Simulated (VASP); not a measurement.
Write the native input for VASP 6.6.1 that does the following.

* Task: single point
* Functional: PBEsol
* Potentials or basis: VASP PAW PBE potentials, release 64 (Cu)
* Cutoff: 520 eV
* k mesh: 20 × 20 × 20
* Occupations: gaussian, width 0.1 eV
* Spin: no spin polarisation
* Dipole correction: no
* Further INCAR settings: ALGO = Fast; EDIFF = 1e-06; NBANDS = 12

The structure of Cu lies in POSCAR:

```
Cu
1.0
    0.0000000000      1.7816860418      1.7816860418
    1.7816860418      0.0000000000      1.7816860418
    1.7816860418      1.7816860418      0.0000000000
Cu
1
Direct
    0.0000000000      0.0000000000      0.0000000000
```

These files were run (other wordings do the same):

INCAR

```
PREC = Accurate
ENCUT = 520
EDIFF = 1E-6
ISMEAR = 0
SIGMA = 0.1
LREAL = F
LASPH = T
NELM = 80
ALGO = Fast
ISIF = 2
LWAVE = F
LCHARG = F
GGA = PS
NBANDS = 12
```

KPOINTS

```
Automatic mesh
0
Gamma
  20 20 20
```

Potentials or basis: VASP PAW PBE potentials, release 64 (Cu).

Command:

```bash
$ cat potpaw_PBE.64/Cu/POTCAR > POTCAR
$ mpirun -np 1 vasp_std > vasp.out
```

Results of the run:

* Pressure: 0.7 GPa

Caveat: the PAW data sets were made with another functional, which shifts forces and pressure a little.

Run time: 44 s on 1 thread of Intel(R) Xeon(R) Platinum 8259CL CPU @ 2.50GHz (Skylake/Cascade Lake), with other jobs on the host, peak memory 0.15 GiB.
